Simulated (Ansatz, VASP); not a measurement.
**Two plane-wave programs on Si**

```
Si
1.0
     4.06100    0.00000    0.00000
    -2.03050    3.51693    0.00000
     0.00000    0.00000   28.00000
Si
2
Direct
  0.33333 0.66667 0.51530
  0.66667 0.33333 0.48470
```

Alike in both runs: task single point; functional PBE; k mesh 15 × 15 × 1; occupations gaussian, width 0.1 eV; no spin polarisation.

```csv
,VASP,Ansatz
version,VASP 6.6.1,Ansatz 0.2.0
potentials or method,"VASP PAW PBE potentials, release 64 (Si), cutoff 520 eV","scalar-relativistic, plane waves, PAW"
valence electrons in the cell,8,8
```

VASP gave:

| Item | Value |
| --- | --- |
| gap on the k mesh at the Fermi level (eV) | none |
| rms of the force components (eV/Å) | 0.960 |

What did Ansatz give for the same quantities?

gap on the k mesh at the Fermi level (eV): none; rms of the force components (eV/Å): 0.956.

Atom by atom the forces differ by 0.004 eV/Å (rms over components). A gap of «none» marks a metal or a gap that the smearing closes. The functional is the same, so the differences come from potentials, cutoffs and numerics.
